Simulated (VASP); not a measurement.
# Ir in VASP: further runs

Ir is run at these levels: PBE; tasks: electric field gradients.

Everything below comes from runs of VASP 6.6.1. Logs are shortened: lines on timing, memory, paths and dates and some standing lists are left out, and cuts for length are marked.

### 1 The cell of the first run

It takes space group Fd-3m (No. 227, cubic). The conventional cell has a = 5.254 Å, b = 5.254 Å, c = 5.254 Å, α = 90.00°, β = 90.00°, γ = 90.00°. Within 3.0 Å of Ir (site symmetry -43m) lie 4 Ir at 2.28 Å.

### 2 Electric field gradients, PBE

The input, INCAR:

```
PREC = Accurate
ENCUT = 520
EDIFF = 1E-8
ISMEAR = -1
SIGMA = 0.05
LREAL = False
LASPH = True
NELM = 60
ALGO = Normal
ISIF = 2
LWAVE = False
LCHARG = False
GGA = PE
LEFG = True
NBANDS = 16
```

The input, KPOINTS:

```
Automatic mesh
0
Gamma
  10 10 10
```

The input, POSCAR:

```
Ir
1.0
    0.0000000000      2.6272165707      2.6272165707
    2.6272165707      0.0000000000      2.6272165707
    2.6272165707      2.6272165707      0.0000000000
Ir
2
Direct
   -0.1250000000     -0.1250000000     -0.1250000000
    0.1250000000      0.1250000000      0.1250000000
```

Potentials or basis: VASP PAW PBE potentials, release 64 (Ir).

On the command line:

```bash
$ cat potpaw_PBE.64/Ir/POTCAR > POTCAR
$ mpirun -np 1 vasp_std > vasp.out
```

OUTCAR:

```text
PREC = Accurate
   ENCUT = 520
   EDIFF = 1E-8
   ISMEAR = -1
   LREAL = False
   LASPH = True
   NELM = 60
   ISIF = 2
   GGA = PE

 ion  position               nearest neighbor table
   1  0.875  0.875  0.875-   2 2.28   2 2.28   2 2.28   2 2.28
   2  0.125  0.125  0.125-   1 2.28   1 2.28   1 2.28   1 2.28

  LATTYP: Found a face centered cubic cell.
 ALAT       =     5.2544331414

  Lattice vectors:

 A1 = (   0.0000000000,   2.6272165707,   2.6272165707)
 A2 = (   2.6272165707,   0.0000000000,   2.6272165707)
 A3 = (   2.6272165707,   2.6272165707,   0.0000000000)

Analysis of symmetry for initial positions (statically):
=====================================================================
 Subroutine PRICEL returns:
 Original cell was already a primitive cell.

 Routine SETGRP: Setting up the symmetry group for a
 face centered cubic supercell.

 Subroutine GETGRP returns: Found 48 space group operations
 (whereof 12 operations were pure point group operations)
 out of a pool of 48 trial point group operations.

The static configuration has the point symmetry D_3d.
 The point group associated with its full space group is O_h .

Analysis of symmetry for dynamics (positions and initial velocities):
=====================================================================
 Subroutine PRICEL returns:
 Original cell was already a primitive cell.

 Routine SETGRP: Setting up the symmetry group for a
 face centered cubic supercell.

 Subroutine GETGRP returns: Found 48 space group operations
 (whereof 12 operations were pure point group operations)
 out of a pool of 48 trial point group operations.

The dynamic configuration has the point symmetry D_3d.
 The point group associated with its full space group is O_h .

 Subroutine INISYM returns: Found 48 space group operations
 (whereof 12 operations are pure point group operations),
 and found     1 'primitive' translations

----------------------------------------------------------------------------------------

                                     Primitive cell

  volume of cell :      36.2675

  direct lattice vectors                    reciprocal lattice vectors
     0.000000000  2.627216571  2.627216571    -0.190315487  0.190315487  0.190315487
     2.627216571  0.000000000  2.627216571     0.190315487 -0.190315487  0.190315487
     2.627216571  2.627216571  0.000000000     0.190315487  0.190315487 -0.190315487

  length of vectors
     3.715445306  3.715445306  3.715445306     0.329636092  0.329636092  0.329636092

  position of ions in fractional coordinates (direct lattice)
     0.875000000  0.875000000  0.875000000
     0.125000000  0.125000000  0.125000000

  ion indices of the primitive-cell ions
   primitive index   ion index
                 1           1
                 2           2

----------------------------------------------------------------------------------------

 KPOINTS: Automatic mesh

Automatic generation of k-mesh.
 Grid dimensions read from file:
 generate k-points for:   10   10   10

 Generating k-lattice:

  Cartesian coordinates                     Fractional coordinates (reciprocal lattice)
    -0.019031549  0.019031549  0.019031549     0.100000000  0.000000000  0.000000000
     0.019031549 -0.019031549  0.019031549     0.000000000  0.100000000  0.000000000
     0.019031549  0.019031549 -0.019031549     0.000000000  0.000000000  0.100000000

  Length of vectors
     0.032963609  0.032963609  0.032963609

  Shift w.r.t. Gamma in fractional coordinates (k-lattice)
     0.000000000  0.000000000  0.000000000

 Subroutine IBZKPT returns following result:
 ===========================================

 Found     47 irreducible k-points:

 Following reciprocal coordinates:
            Coordinates               Weight
  0.000000  0.000000  0.000000      1.000000
  0.100000  0.000000  0.000000      8.000000
  0.200000  0.000000  0.000000      8.000000
  0.300000  0.000000  0.000000      8.000000
  0.400000  0.000000  0.000000      8.000000
  0.500000  0.000000  0.000000      4.000000
[... 16 lines left out ...]
  0.300000  0.300000  0.000000      6.000000
  0.400000  0.300000  0.000000     24.000000
 [... further k-points ...]
   k-points           NKPTS =     47   k-points in BZ     NKDIM =     47   number of bands    NBANDS=     16
   number of dos      NEDOS =    301   number of ions     NIONS =      2
   total plane-waves  NPLWV =  21952
   dimension x,y,z NGX =    28 NGY =   28 NGZ =   28
   dimension x,y,z NGXF=    56 NGYF=   56 NGZF=   56
   ions per type =               2
   NGX,Y,Z   is equivalent  to a cutoff of  12.53, 12.53, 12.53 a.u.
   NGXF,Y,Z  is equivalent  to a cutoff of  25.06, 25.06, 25.06 a.u.
 SYSTEM =  unknown system
   PREC   = accura    normal or accurate (medium, high low for compatibility)
   ISTART =      0    job   : 0-new  1-cont  2-samecut
   ICHARG =      2    charge: 1-file 2-atom 10-const
   ISPIN  =      1    spin polarized calculation?
   LNONCOLLINEAR =      F non collinear calculations
   LSORBIT =      F    spin-orbit coupling
   LASPH  =      T    aspherical Exc in radial PAW
   ENCUT  =  520.0 eV  38.22 Ry    6.18 a.u.   6.91  6.91  6.91*2*pi/ulx,y,z
   NELM   =     60;   NELMIN=  2; NELMDL= -5     # of ELM steps
   EDIFF  = 0.1E-07   stopping-criterion for ELM
   LREAL  =      F    real-space projection
   EDIFFG = 0.1E-06   stopping-criterion for IOM
   NSW    =      0    number of steps for IOM
   IBRION =     -1    ionic relax: 0-MD 1-quasi-New 2-CG
   NFREE  =      0    steps in history (QN), initial steepest desc. (CG)
   ISIF   =      2    stress and relaxation
   ISYM   =      2    0-nonsym 1-usesym 2-fastsym
   POTIM  = 0.5000    time-step for ionic-motion
   TEBEG  =    0.0;   TEEND  =   0.0 temperature during run
   PSTRESS=    0.0 pullay stress
   NELECT =      18.0000    total number of electrons
   NUPDOWN=      -1.0000    fix difference up-down
   EMIN   =  10.00;   EMAX   =-10.00  energy-range for DOS
   EFERMI =   0.00;   METHOD = LEGACY
   ISMEAR =    -1;   SIGMA  =   0.05  broadening in eV -4-tet -1-fermi 0-gaus
   EFERMI_NEDOS =   21; number of points for ismear=-14 and -15
   IALGO  =     38    algorithm
   IMIX   =      4    mixing-type and parameters
     AMIX     =   0.40;   BMIX     =  1.00
     AMIX_MAG =   1.60;   BMIX_MAG =  1.00
  volume/ion in A,a.u.               =      18.13       122.37
  Fermi-wavevector in a.u.,A,eV,Ry     =   1.296164  2.449394 22.858330  1.680040
  Thomas-Fermi vector in A             =   2.427637
   LORBIT       =      0    0 simple, 1 ext, 2 COOP (PROOUT), +10 PAW based schemes
   GGA     = PE    functional components
[... 5 lines left out ...]
 non-spin polarized calculation
  energy-cutoff  :      520.00
  volume of cell :       36.27
 maximum number of plane-waves:       990
   NGX = 13   NGY = 13   NGZ = 13

 number of electron      18.0000000 magnetization

 Free energy of the ion-electron system (eV)
  ---------------------------------------------------
  ext. energy  EPLUGINS =         0.00000000
  ---------------------------------------------------
  free energy    TOTEN  =       -14.85728416 eV

  energy without entropy =      -14.84318199  energy(sigma->0) =      -14.85023307

 E-fermi :   7.4501     XC(G=0): -12.1100

 val. band max:        7.3935731568   @ k =   0.5000   0.3000   0.0000
 cond. band min:       7.4752509574   @ k =   0.5000   0.3000   0.1000
 fundamental gap:      0.0816778005
 Fermi energy:         7.4501136033

 k-point     1 :       0.0000    0.0000    0.0000
  band No.  band energies     occupation
      1      -1.8673      2.00000
      2       1.0736      2.00000
      3       1.0736      2.00000
      4       1.8195      2.00000
      5       1.8195      2.00000
      6       1.8195      2.00000
[... 8 lines left out ...]
     15      20.3618      0.00000
     16      20.3618      0.00000

 k-point     2 :       0.1000    0.0000    0.0000
  band No.  band energies     occupation
      1      -1.6601      2.00000
      2       0.9615      2.00000
      3       0.9615      2.00000
      4       1.7910      2.00000
      5       2.0099      2.00000
      6       2.0099      2.00000
[... 8 lines left out ...]
     15      20.3334      0.00000
     16      20.6409      0.00000
[... 387 lines left out ...]
      5       2.2467      2.00000
      6       2.3240      2.00000
[... 8 lines left out ...]
     15      17.5299      0.00000
     16      19.5809      0.00000

 k-point    24 :       0.4000    0.3000    0.0000
  band No.  band energies     occupation
      1       0.0358      2.00000
      2       1.1069      2.00000
      3       1.3224      2.00000
      4       1.5527      2.00000
      5       2.2621      2.00000
      6       2.6856      2.00000
[... 8 lines left out ...]
     15      18.0253      0.00000
     16      19.9190      0.00000

 [... further k-points ...]
[... 5 lines left out ...]
  --------------------------------------------------------------------------------------
  -------------------------------------------------------------------------------------
  Total       10.6958006     10.6958006     10.6958006     -0.0000000      0.0000000     -0.0000000
  in kB      472.5048378    472.5048378    472.5048378     -0.0000000      0.0000000     -0.0000000
  external PRESSURE =     472.5048378 kB  Pullay stress =       0.0000000 kB

 VOLUME and BASIS-vectors are now :
 -----------------------------------------------------------------------------
  energy-cutoff  :      520.00
  volume of cell :       36.27
      direct lattice vectors                 reciprocal lattice vectors
     0.000000000  2.627216571  2.627216571    -0.190315487  0.190315487  0.190315487
     2.627216571  0.000000000  2.627216571     0.190315487 -0.190315487  0.190315487
     2.627216571  2.627216571  0.000000000     0.190315487  0.190315487 -0.190315487

 POSITION                                       TOTAL-FORCE (eV/Angst)
 -----------------------------------------------------------------------------------
      4.59763      4.59763      4.59763         0.000000      0.000000      0.000000
      0.65680      0.65680      0.65680        -0.000000     -0.000000     -0.000000
 -----------------------------------------------------------------------------------
    total drift:                                0.000000     -0.000000     -0.000000

  FREE ENERGIE OF THE ION-ELECTRON SYSTEM (eV)
  ---------------------------------------------------
  free  energy   TOTEN  =       -14.8572841585 eV

  energy  without entropy=      -14.8431819859  energy(sigma->0) =      -14.85023307

 Electric field gradients (V/A^2)
---------------------------------------------------------------------
 ion       V_xx      V_yy      V_zz      V_xy      V_xz      V_yz
---------------------------------------------------------------------
   1      -0.000    -0.000    -0.000    -0.000    -0.000    -0.000
   2      -0.000    -0.000    -0.000    -0.000    -0.000    -0.000
---------------------------------------------------------------------

 Electric field gradients after diagonalization (V/A^2)
 (convention: |V_zz| > |V_xx| > |V_yy|)
----------------------------------------------------------------------
 ion       V_xx      V_yy      V_zz     asymmetry (V_yy - V_xx)/ V_zz
----------------------------------------------------------------------
   1       0.000     0.000    -0.000       0.000
   2       0.000     0.000    -0.000       0.000
----------------------------------------------------------------------

           NMR quadrupolar parameters

 Cq : quadrupolar parameter    Cq=e*Q*V_zz/h
 eta: asymmetry parameters     (V_yy - V_xx)/ V_zz
 Q  : nuclear electric quadrupole moment in mb (millibarn)
----------------------------------------------------------------------
 ion       Cq(MHz)       eta       Q (mb)
----------------------------------------------------------------------
   1      -0.000       0.000       1.000
   2      -0.000       0.000       1.000
----------------------------------------------------------------------
```

Wall time 42 s (1 thread of AMD EPYC 9R45, shared host); peak memory 0.14 GiB.

Results:

```yaml
Free_energy: -14.8573 eV
Pressure: 47.3 GPa
Band_gap_on_the_k_mesh: zero (band 9 reaches 8.78 eV, above the bottom of band 10 at 6.68 eV)
```

Caveat: without QUAD_EFG the Cq values of the log hold for a quadrupole moment of 1 mb, not for the nuclei; spin-orbit coupling is left out, which moves the levels of the heavy elements.

### 3 Electric field gradients, PBE (shortest bond scaled by 0.94)

Changes to INCAR since step 2:

```diff
@@ -7,3 +7,3 @@
 LASPH = True
-NELM = 60
+NELM = 100
 ALGO = Normal
```

KPOINTS is that of step 2.

The input, POSCAR:

```
Ir
1.0
    0.0000000000      2.6272165707      2.6272165707
    2.6272165707      0.0000000000      2.6272165707
    2.6272165707      2.6272165707      0.0000000000
Ir
2
Direct
   -0.1475000000     -0.1175000000     -0.1175000000
    0.1475000000      0.1175000000      0.1175000000
```

Potentials or basis: VASP PAW PBE potentials, release 64 (Ir).

On the command line:

```bash
$ cat potpaw_PBE.64/Ir/POTCAR > POTCAR
$ mpirun -np 1 vasp_std > vasp.out
```

OUTCAR:

```text
PREC = Accurate
   ENCUT = 520
   EDIFF = 1E-8
   ISMEAR = -1
   LREAL = False
   LASPH = True
   NELM = 100
   ISIF = 2
   GGA = PE

 ion  position               nearest neighbor table
   1  0.852  0.883  0.883-   2 2.14   2 2.32   2 2.32   2 2.32
   2  0.148  0.117  0.117-   1 2.14   1 2.32   1 2.32   1 2.32

  LATTYP: Found a face centered cubic cell.
 ALAT       =     5.2544331414

  Lattice vectors:

 A1 = (   0.0000000000,   2.6272165707,   2.6272165707)
 A2 = (   2.6272165707,   0.0000000000,   2.6272165707)
[... 668 lines left out ...]
  FREE ENERGIE OF THE ION-ELECTRON SYSTEM (eV)
  ---------------------------------------------------
  free  energy   TOTEN  =       -14.5849961015 eV

  energy  without entropy=      -14.5689446348  energy(sigma->0) =      -14.57697037

 Electric field gradients (V/A^2)
---------------------------------------------------------------------
 ion       V_xx      V_yy      V_zz      V_xy      V_xz      V_yz
---------------------------------------------------------------------
   1       0.000    -0.000    -0.000    17.399    17.399   -17.399
   2       0.000    -0.000    -0.000    17.399    17.399   -17.399
---------------------------------------------------------------------

 Electric field gradients after diagonalization (V/A^2)
 (convention: |V_zz| > |V_xx| > |V_yy|)
----------------------------------------------------------------------
 ion       V_xx      V_yy      V_zz     asymmetry (V_yy - V_xx)/ V_zz
----------------------------------------------------------------------
   1      17.399    17.399   -34.798       0.000
   2      17.399    17.399   -34.798       0.000
----------------------------------------------------------------------

           NMR quadrupolar parameters

 Cq : quadrupolar parameter    Cq=e*Q*V_zz/h
 eta: asymmetry parameters     (V_yy - V_xx)/ V_zz
 Q  : nuclear electric quadrupole moment in mb (millibarn)
----------------------------------------------------------------------
 ion       Cq(MHz)       eta       Q (mb)
----------------------------------------------------------------------
   1      -0.084       0.000       1.000
   2      -0.084       0.000       1.000
----------------------------------------------------------------------
```

OSZICAR:

```text
N       E                     dE             d eps       ncg     rms          rms(c)
DAV:   1     0.140837229357E+03    0.14084E+03   -0.81699E+03  3712   0.109E+03
DAV:   2    -0.111905585894E+02   -0.15203E+03   -0.13474E+03  3712   0.291E+02
DAV:   3    -0.153480675164E+02   -0.41575E+01   -0.41149E+01  4936   0.577E+01
DAV:   4    -0.153919236394E+02   -0.43856E-01   -0.43850E-01  4208   0.529E+00
DAV:   5    -0.153931662854E+02   -0.12426E-02   -0.12426E-02  5200   0.938E-01    0.219E+01
DAV:   6    -0.147514848495E+02    0.64168E+00   -0.83136E-01  4864   0.107E+01    0.103E+01
DAV:   7    -0.146011083339E+02    0.15038E+00   -0.21507E-01  5304   0.487E+00    0.245E+00
DAV:   8    -0.145857921063E+02    0.15316E-01   -0.30240E-02  4488   0.176E+00    0.535E-01
DAV:   9    -0.145849579940E+02    0.83411E-03   -0.13886E-03  4736   0.376E-01    0.625E-02
DAV:  10    -0.145849964366E+02   -0.38443E-04   -0.53023E-05  4792   0.492E-02    0.105E-02
DAV:  11    -0.145849962240E+02    0.21259E-06   -0.49729E-06  5008   0.227E-02    0.317E-03
DAV:  12    -0.145849960284E+02    0.19561E-06   -0.26396E-07  4520   0.383E-03    0.836E-04
DAV:  13    -0.145849961490E+02   -0.12066E-06   -0.12335E-08  3616   0.115E-03    0.746E-04
DAV:  14    -0.145849960900E+02    0.59051E-07   -0.25843E-09  2744   0.571E-04    0.599E-05
DAV:  15    -0.145849961014E+02   -0.11445E-07   -0.53982E-10  2608   0.262E-04    0.108E-04
DAV:  16    -0.145849961015E+02   -0.85493E-10   -0.15566E-10  2424   0.136E-04
   1 F= -.14584996E+02 E0= -.14576970E+02  d E =-.160515E-01
```

stdout:

```text
POSCAR found type information on POSCAR Ir
 POSCAR found :  1 types and       2 ions
 scaLAPACK will be used
 LDA part: xc-table for (Slater+PW92), standard interpolation
 POSCAR, INCAR and KPOINTS ok, starting setup
 FFT: planning ... GRIDC
 FFT: planning ... GRID_SOFT
 FFT: planning ... GRID
 WAVECAR not read
 entering main loop
ion   1

ion   2
```

Run time: 1.7 min. Hardware: 1 thread of AMD EPYC 9R45, shared host; peak memory 0.17 GiB.

Results:

| Item | Value |
| --- | --- |
| Free energy | -14.5850 eV |
| Pressure | 50.0 GPa |
| Largest force | 4.255 eV/Å |
| Band gap on the k mesh | zero (band 9 reaches 8.55 eV, above the bottom of band 10 at 6.80 eV) |

Forces on the atoms (eV/Å):
```
Ir  -2.457  2.457  2.457
Ir   2.457 -2.457 -2.457
```

Levels at points of the mesh, in eV from the Fermi level:
```csv
k point,band 5,band 6,band 7,band 8,band 9,band 10,band 11,band 12,band 13,band 14
"(0.00, 0.00, 0.00)",-5.67,-5.60,-2.44,-2.07,-2.07,1.10,1.10,11.19,11.37,12.62
"(0.50, 0.00, 0.00)",-5.77,-5.77,-2.56,-1.35,-1.35,1.19,1.19,2.46,9.85,9.85
"(0.00, 0.50, 0.00)",-5.66,-5.51,-2.56,-1.41,-0.90,0.03,0.24,1.67,9.06,10.42
"(0.50, 0.50, 0.00)",-4.38,-3.99,-3.44,-2.71,0.68,0.96,2.22,2.30,3.84,4.12
```

Electric field gradients, principal values (V/Å²):
| atom | least | middle | greatest (by size) |
| --- | --- | --- | --- |
| 1 Ir | 17.399 | 17.399 | -34.798 |
| 2 Ir | 17.399 | 17.399 | -34.798 |

Caveat: the cell differs from its parent crystal (shortest bond scaled by 0.94); without QUAD_EFG the Cq values of the log hold for a quadrupole moment of 1 mb, not for the nuclei; spin-orbit coupling is left out, which moves the levels of the heavy elements; forces of over 1 eV/Å act on the atoms, so gaps and moduli don't describe the material at rest.
